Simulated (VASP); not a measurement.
# ZnSe (F-43m) in VASP: a series of runs

ZnSe is run at these levels: LDA; tasks: single point, relaxation of cell and atoms.

Everything below comes from runs of VASP 6.6.1. Logs are shortened: lines on timing, memory, paths and dates and some standing lists are left out, and cuts for length are marked.

**1. The cell of the first run**

It takes space group F-43m (No. 216, cubic). Conventional cell: a = 5.568 Å, b = 5.568 Å, c = 5.568 Å, α = 90.00°, β = 90.00°, γ = 90.00°. Zn (site symmetry -43m) has 4 Se at 2.41 Å within 3.2 Å. Se (site symmetry -43m) has 4 Zn at 2.41 Å within 3.2 Å.

**2. Single point, LDA**

INCAR reads:

```
SYSTEM = ZnSe
PREC = Accurate ; ENCUT = 520
EDIFF = 1E-7 ; ISMEAR = 0
SIGMA = 0.01 ; LREAL = .False.
LASPH = .True. ; NELM = 80
ALGO = Normal ; ISIF = 2
LWAVE = .False. ; LCHARG = .True.
GGA = CA ; LELF = .True.
LVHAR = .True. ; NBANDS = 16
```

KPOINTS reads:

```
Automatic mesh
0
Gamma
  8 8 8
  0 0 0
```

POSCAR reads:

```
ZnSe
1.0
    0.0000000000      2.7837680040      2.7837680040
    2.7837680040      0.0000000000      2.7837680040
    2.7837680040      2.7837680040      0.0000000000
Zn Se
1 1
Direct
    0.0000000000      0.0000000000      0.0000000000
    0.7500000000      0.7500000000      0.7500000000
```

Potentials or basis: VASP PAW LDA potentials, release 64 (Zn, Se).

On the command line:

```
$ cat potpaw_LDA.64/Zn/POTCAR potpaw_LDA.64/Se/POTCAR > POTCAR
$ mpirun -np 1 vasp_std > vasp.out
```

OUTCAR:

```text
SYSTEM = ZnSe
   PREC = Accurate
   ENCUT = 520
   EDIFF = 1E-7
   ISMEAR = 0
   LREAL = .False.
   LASPH = .True.
   NELM = 80
   ISIF = 2
   GGA = CA

 ion  position               nearest neighbor table
   1  0.000  0.000  0.000-   2 2.41   2 2.41   2 2.41   2 2.41
   2  0.750  0.750  0.750-   1 2.41   1 2.41   1 2.41   1 2.41

  LATTYP: Found a face centered cubic cell.
 ALAT       =     5.5675360080

  Lattice vectors:

 A1 = (   0.0000000000,   2.7837680040,   2.7837680040)
 A2 = (   2.7837680040,   0.0000000000,   2.7837680040)
 A3 = (   2.7837680040,   2.7837680040,   0.0000000000)

Analysis of symmetry for initial positions (statically):
=====================================================================
 Subroutine PRICEL returns:
 Original cell was already a primitive cell.

 Routine SETGRP: Setting up the symmetry group for a
 face centered cubic supercell.

 Subroutine GETGRP returns: Found 24 space group operations
 (whereof 24 operations were pure point group operations)
 out of a pool of 48 trial point group operations.

The static configuration has the point symmetry T_d .

Analysis of symmetry for dynamics (positions and initial velocities):
=====================================================================
 Subroutine PRICEL returns:
 Original cell was already a primitive cell.

 Routine SETGRP: Setting up the symmetry group for a
 face centered cubic supercell.

 Subroutine GETGRP returns: Found 24 space group operations
 (whereof 24 operations were pure point group operations)
 out of a pool of 48 trial point group operations.

The dynamic configuration has the point symmetry T_d .

 Subroutine INISYM returns: Found 24 space group operations
 (whereof 24 operations are pure point group operations),
 and found     1 'primitive' translations

----------------------------------------------------------------------------------------

                                     Primitive cell

  volume of cell :      43.1449

  direct lattice vectors                    reciprocal lattice vectors
     0.000000000  2.783768004  2.783768004    -0.179612669  0.179612669  0.179612669
     2.783768004  0.000000000  2.783768004     0.179612669 -0.179612669  0.179612669
     2.783768004  2.783768004  0.000000000     0.179612669  0.179612669 -0.179612669

  length of vectors
     3.936842466  3.936842466  3.936842466     0.311098268  0.311098268  0.311098268

  position of ions in fractional coordinates (direct lattice)
     0.000000000  0.000000000  0.000000000
     0.750000000  0.750000000  0.750000000

  ion indices of the primitive-cell ions
   primitive index   ion index
                 1           1
                 2           2

----------------------------------------------------------------------------------------

 KPOINTS: Automatic mesh

Automatic generation of k-mesh.
 Grid dimensions read from file:
 generate k-points for:    8    8    8

 Generating k-lattice:

  Cartesian coordinates                     Fractional coordinates (reciprocal lattice)
    -0.022451584  0.022451584  0.022451584     0.125000000  0.000000000  0.000000000
     0.022451584 -0.022451584  0.022451584     0.000000000  0.125000000  0.000000000
     0.022451584  0.022451584 -0.022451584     0.000000000  0.000000000  0.125000000

  Length of vectors
     0.038887283  0.038887283  0.038887283

  Shift w.r.t. Gamma in fractional coordinates (k-lattice)
     0.000000000  0.000000000  0.000000000

 Subroutine IBZKPT returns following result:
 ===========================================

 Found     29 irreducible k-points:

 Following reciprocal coordinates:
            Coordinates               Weight
  0.000000  0.000000  0.000000      1.000000
  0.125000  0.000000  0.000000      8.000000
  0.250000  0.000000  0.000000      8.000000
  0.375000  0.000000  0.000000      8.000000
  0.500000  0.000000  0.000000      4.000000
  0.125000  0.125000  0.000000      6.000000
[... 16 lines left out ...]
  0.500000  0.250000  0.125000     48.000000
 -0.375000  0.250000  0.125000     24.000000
 [... further k-points ...]
   k-points           NKPTS =     29   k-points in BZ     NKDIM =     29   number of bands    NBANDS=     16
   number of dos      NEDOS =    301   number of ions     NIONS =      2
   total plane-waves  NPLWV =  27000
   dimension x,y,z NGX =    30 NGY =   30 NGZ =   30
   dimension x,y,z NGXF=    60 NGYF=   60 NGZF=   60
   ions per type =               1   1
   NGX,Y,Z   is equivalent  to a cutoff of  12.67, 12.67, 12.67 a.u.
   NGXF,Y,Z  is equivalent  to a cutoff of  25.34, 25.34, 25.34 a.u.
 SYSTEM =  ZnSe
   PREC   = accura    normal or accurate (medium, high low for compatibility)
   ISTART =      0    job   : 0-new  1-cont  2-samecut
   ICHARG =      2    charge: 1-file 2-atom 10-const
   ISPIN  =      1    spin polarized calculation?
   LNONCOLLINEAR =      F non collinear calculations
   LSORBIT =      F    spin-orbit coupling
   LASPH  =      T    aspherical Exc in radial PAW
   ENCUT  =  520.0 eV  38.22 Ry    6.18 a.u.   7.32  7.32  7.32*2*pi/ulx,y,z
   NELM   =     80;   NELMIN=  2; NELMDL= -5     # of ELM steps
   EDIFF  = 0.1E-06   stopping-criterion for ELM
   LREAL  =      F    real-space projection
   EDIFFG = 0.1E-05   stopping-criterion for IOM
   NSW    =      0    number of steps for IOM
   IBRION =     -1    ionic relax: 0-MD 1-quasi-New 2-CG
   NFREE  =      0    steps in history (QN), initial steepest desc. (CG)
   ISIF   =      2    stress and relaxation
   ISYM   =      2    0-nonsym 1-usesym 2-fastsym
   POTIM  = 0.5000    time-step for ionic-motion
   TEBEG  =    0.0;   TEEND  =   0.0 temperature during run
   PSTRESS=    0.0 pullay stress
   NELECT =      18.0000    total number of electrons
   NUPDOWN=      -1.0000    fix difference up-down
   EMIN   =  10.00;   EMAX   =-10.00  energy-range for DOS
   EFERMI =   0.00;   METHOD = LEGACY
   ISMEAR =     0;   SIGMA  =   0.01  broadening in eV -4-tet -1-fermi 0-gaus
   EFERMI_NEDOS =   21; number of points for ismear=-14 and -15
   IALGO  =     38    algorithm
   IMIX   =      4    mixing-type and parameters
     AMIX     =   0.40;   BMIX     =  1.00
     AMIX_MAG =   1.60;   BMIX_MAG =  1.00
  volume/ion in A,a.u.               =      21.57       145.58
  Fermi-wavevector in a.u.,A,eV,Ry     =   1.223271  2.311647 20.359644  1.496392
  Thomas-Fermi vector in A             =   2.358388
   LORBIT       =      0    0 simple, 1 ext, 2 COOP (PROOUT), +10 PAW based schemes
   GGA     = CA    functional components
   LHFCALC =     F    Hartree Fock is set to
   AEXX    =    0.0000 exact exchange contribution
   IVDW    =     0    specifies the selected vdW correction
   LEPSILON=     F    determine dielectric tensor
   LRPA    =     F    only Hartree local field effects (RPA)
 non-spin polarized calculation
 Gauss-broadening in eV      SIGMA  =   0.01
  energy-cutoff  :      520.00
  volume of cell :       43.14
 maximum number of plane-waves:      1211
 NGX is ok and might be reduce to    30
   NGX = 15   NGY = 15   NGZ = 15

 number of electron      17.9999987 magnetization

 Free energy of the ion-electron system (eV)
  ---------------------------------------------------
  ext. energy  EPLUGINS =         0.00000000
  ---------------------------------------------------
  free energy    TOTEN  =        -7.37172256 eV

  energy without entropy =       -7.37172256  energy(sigma->0) =       -7.37172256

 E-fermi :   2.1083     XC(G=0):  -9.9379

 val. band max:        1.9919914731   @ k =   0.0000   0.0000   0.0000
 cond. band min:       3.2817420904   @ k =   0.0000   0.0000   0.0000
 fundamental gap:      1.2897506173
 Fermi energy:         2.1082511984

 k-point     1 :       0.0000    0.0000    0.0000
  band No.  band energies     occupation
      1     -11.6548      2.00000
      2      -4.8938      2.00000
      3      -4.8938      2.00000
      4      -4.8938      2.00000
      5      -4.4852      2.00000
      6      -4.4852      2.00000
[... 8 lines left out ...]
     15      13.5823      0.00000
     16      13.5823      0.00000

 k-point     2 :       0.1250    0.0000    0.0000
  band No.  band energies     occupation
      1     -11.5428      2.00000
      2      -4.8900      2.00000
      3      -4.8763      2.00000
      4      -4.8763      2.00000
      5      -4.4870      2.00000
      6      -4.4870      2.00000
[... 8 lines left out ...]
     15      12.6934      0.00000
     16      12.7383      0.00000

 k-point     3 :       0.2500    0.0000    0.0000
  band No.  band energies     occupation
      1     -11.2501      2.00000
      2      -4.8395      2.00000
      3      -4.8378      2.00000
      4      -4.8378      2.00000
      5      -4.4855      2.00000
      6      -4.4855      2.00000
[... 8 lines left out ...]
     15      12.4422      0.00000
     16      12.5631      0.00000

 k-point     4 :       0.3750    0.0000    0.0000
  band No.  band energies     occupation
      1     -10.9178      2.00000
      2      -4.8075      2.00000
      3      -4.8075      2.00000
      4      -4.6348      2.00000
      5      -4.4734      2.00000
      6      -4.4734      2.00000
[... 8 lines left out ...]
     15      13.6259      0.00000
     16      13.6259      0.00000
[... 324 lines left out ...]
 k-point    22 :       0.3750    0.2500    0.1250
  band No.  band energies     occupation
      1     -11.0201      2.00000
      2      -4.8607      2.00000
      3      -4.7827      2.00000
      4      -4.7561      2.00000
      5      -4.5030      2.00000
      6      -4.4573      2.00000
[... 8 lines left out ...]
     15      14.3641      0.00000
     16      15.5429      0.00000

 k-point    23 :       0.5000    0.2500    0.1250
  band No.  band energies     occupation
      1     -10.7416      2.00000
      2      -4.7948      2.00000
      3      -4.7566      2.00000
      4      -4.6228      2.00000
      5      -4.4727      2.00000
      6      -4.4160      2.00000
[... 8 lines left out ...]
     15      14.6822      0.00000
     16      15.7687      0.00000

 k-point    24 :      -0.3750    0.2500    0.1250
  band No.  band energies     occupation
      1     -10.6167      2.00000
      2      -4.7848      2.00000
      3      -4.7396      2.00000
      4      -4.5262      2.00000
      5      -4.4781      2.00000
      6      -4.2461      2.00000
[... 8 lines left out ...]
     15      14.7904      0.00000
     16      15.6712      0.00000

 [... further k-points ...]
[... 5 lines left out ...]
  --------------------------------------------------------------------------------------
  -------------------------------------------------------------------------------------
  Total        0.1002568      0.1002568      0.1002568     -0.0000000      0.0000000      0.0000000
  in kB        3.7230180      3.7230180      3.7230180     -0.0000000      0.0000000      0.0000000
  external PRESSURE =       3.7230180 kB  Pullay stress =       0.0000000 kB

 VOLUME and BASIS-vectors are now :
 -----------------------------------------------------------------------------
  energy-cutoff  :      520.00
  volume of cell :       43.14
      direct lattice vectors                 reciprocal lattice vectors
     0.000000000  2.783768004  2.783768004    -0.179612669  0.179612669  0.179612669
     2.783768004  0.000000000  2.783768004     0.179612669 -0.179612669  0.179612669
     2.783768004  2.783768004  0.000000000     0.179612669  0.179612669 -0.179612669

 POSITION                                       TOTAL-FORCE (eV/Angst)
 -----------------------------------------------------------------------------------
      0.00000      0.00000      0.00000         0.000000     -0.000000      0.000000
      4.17565      4.17565      4.17565        -0.000000      0.000000     -0.000000
 -----------------------------------------------------------------------------------
    total drift:                                0.000000      0.000000     -0.000000

  FREE ENERGIE OF THE ION-ELECTRON SYSTEM (eV)
  ---------------------------------------------------
  free  energy   TOTEN  =        -7.3717225571 eV

  energy  without entropy=       -7.3717225571  energy(sigma->0) =       -7.37172256
```

Wall time 29 s (1 thread of AMD EPYC 7R13, shared host); peak memory 0.13 GiB.

What came out:

```yaml
Free_energy: -7.3717 eV
Pressure: 0.4 GPa
Band_gap_on_the_k_mesh: 1.29 eV, direct
```

Levels at points of the mesh, in eV from the valence-band top:
```csv
k point,band 6,band 7,band 8,band 9,band 10,band 11,band 12,band 13
"(0.00, 0.00, 0.00)",-6.48,0.00,0.00,0.00,1.29,5.68,5.68,5.68
"(0.50, 0.00, 0.00)",-6.30,-5.64,-0.96,-0.96,2.47,6.27,6.27,8.49
"(0.50, 0.50, 0.00)",-6.28,-5.07,-2.40,-2.40,2.69,3.31,10.93,11.46
```

Expect the measured gap to be larger: semilocal functionals such as LDA lack the derivative discontinuity.

**3. Relaxation of cell and atoms, LDA**

INCAR reads:

```
ALGO = Normal
EDIFF = 1E-6
EDIFFG = -0.001
ENCUT = 600
IBRION = 2
ISIF = 3
ISMEAR = 0
LASPH = T
LCHARG = F
LREAL = F
LWAVE = F
NELM = 100
NSW = 80
PREC = Accurate
SIGMA = 0.01
```

KPOINTS reads:

```
k-points
0
Gamma
  8 8 8
```

POSCAR is that of step 2.

Potentials or basis: VASP PAW LDA potentials, release 64 (Zn, Se).

On the command line:

```
$ cat potpaw_LDA.64/Zn/POTCAR potpaw_LDA.64/Se/POTCAR > POTCAR
$ mpirun -np 1 vasp_std > vasp.out
```

Wall time 57 s (1 thread of AMD EPYC 7R13, shared host); peak memory 0.14 GiB.

The run converged. Its results:

```yaml
Free_energy: -7.3719 eV
Relaxed_volume: 21.67 Å³/atom
Relaxed_cell: a = 3.943 Å, b = 3.943 Å, c = 3.943 Å, α = 60.00°, β = 60.00°, γ = 60.00°
Space_group_after_relaxing_to_0.05_Å: F-43m (No. 216)
Energy_gained_by_relaxing: 0.1 meV/atom
Ionic_steps: 5
Pressure_after_relaxing: 0.0 GPa
Band_gap_on_the_k_mesh: 1.27 eV, direct
```

The path:
| step | energy change (eV) | largest force (eV/Å) | pressure (GPa) | volume (Å³) |
| --- | --- | --- | --- | --- |
| 1 | 0.0000 | 0.0000 | 0.34 | 43.14 |
| 2 | -0.0002 | 0.0000 | -0.08 | 43.43 |
| 3 | -0.0002 | 0.0000 | -0.04 | 43.35 |
| 4 | -0.0002 | 0.0000 | 0.03 | 43.33 |
| 5 | -0.0002 | 0.0000 | 0.00 | 43.34 |

Final structure:
```
Zn Se
1.0
     0.00000    2.78798    2.78798
     2.78798    0.00000    2.78798
     2.78798    2.78798    0.00000
Zn Se
1 1
Cartesian
  0.0000 0.0000 0.0000
  4.1820 4.1820 4.1820
```

Levels at points of the mesh, in eV from the valence-band top:
```csv
k point,band 6,band 7,band 8,band 9,band 10,band 11,band 12,band 13
"(0.00, 0.00, 0.00)",-6.46,0.00,0.00,0.00,1.27,5.69,5.69,5.69
"(0.50, 0.00, 0.00)",-6.29,-5.61,-0.95,-0.95,2.46,6.27,6.27,8.48
"(0.50, 0.50, 0.00)",-6.26,-5.05,-2.38,-2.38,2.70,3.32,10.89,11.43
```

**4. Relaxation of cell and atoms, LDA, target pressure 2 GPa, at which the enthalpy is minimised**

INCAR reads:

```
  PREC = Accurate
  ENCUT = 600
  EDIFF = 1E-7
  ISMEAR = 0
  SIGMA = 0.01
  LREAL = False
  LASPH = True
  NELM = 80
  ALGO = Normal
  ISIF = 3
  LWAVE = False
  LCHARG = False
  IBRION = 2
  NSW = 80
  EDIFFG = -0.001
  PSTRESS = 20.0
```

KPOINTS reads:

```
regular mesh
0
Gamma
  8 8 8
```

POSCAR is that of step 3.

On the command line:

```
$ cat potpaw_LDA.64/Zn/POTCAR potpaw_LDA.64/Se/POTCAR > POTCAR
$ mpirun -np 1 vasp_std > vasp.out
```

Wall time 83 s (1 thread of AMD EPYC 7R13, shared host); peak memory 0.14 GiB.

Results (log left out):

| Property | Result |
| --- | --- |
| Free energy | -7.3650 eV |
| Relaxed volume | 21.11 Å³/atom |
| Relaxed cell | a = 3.909 Å, b = 3.909 Å, c = 3.909 Å, α = 60.00°, β = 60.00°, γ = 60.00° |
| Space group after relaxing (to 0.05 Å) | F-43m (No. 216) |
| Energy change on relaxing (the enthalpy is what falls) | +3.3 meV/atom |
| Ionic steps | 5 |
| Pressure after relaxing | 2.0 GPa |
| Band gap on the k mesh | 1.38 eV, direct |

The path:
```tsv
step	energy change (eV)	largest force (eV/Å)	pressure (GPa)	volume (Å³)
1	0.0000	0.0000	0.33	43.14
2	0.0138	0.0000	2.91	41.76
3	0.0066	0.0000	1.99	42.22
4	0.0069	0.0000	2.02	42.21
5	0.0066	0.0000	2.00	42.22
```

Final structure:
```
Zn Se
1.0
     0.00000    2.76381    2.76381
     2.76381    0.00000    2.76381
     2.76381    2.76381    0.00000
Zn Se
1 1
Direct
  0.00000 0.00000 0.00000
  0.75000 0.75000 0.75000
```

Levels at points of the mesh, in eV from the valence-band top:
```
           k point  band 7  band 8  band 9  band 10  band 11  band 12
(0.00, 0.00, 0.00)    0.00    0.00    0.00     1.38     5.67     5.67
(0.50, 0.00, 0.00)   -5.79   -0.99   -0.99     2.50     6.27     6.27
(0.50, 0.50, 0.00)   -5.16   -2.49   -2.49     2.63     3.30    11.10
```

Caveat: the cell is relaxed towards a set pressure, so the enthalpy falls and the energy may rise. Zero-point motion and thermal expansion aren't in these numbers.

**5. Summary**

| task | cell | cutoff (eV) | gap on the mesh (eV) | pressure (GPa) |
| --- | --- | --- | --- | --- |
| single point | as given | 520 | 1.29 | 0.4 |
| relaxation of cell and atoms | relaxed | 600 | 1.27 | 0.0 |
| relaxation of cell and atoms | relaxed to 2 GPa | 600 | 1.38 | 2.0 |

Alike in all rows: level LDA; potentials or basis VASP PAW LDA potentials, release 64 (Zn, Se); no spin polarisation; k mesh 8 × 8 × 8; smearing gaussian 0.01 eV.

Caveats: the cell is relaxed towards a set pressure, so the enthalpy falls and the energy may rise (some runs).

Total energies depend on the potentials used, so only differences within one code and one set of settings carry meaning.
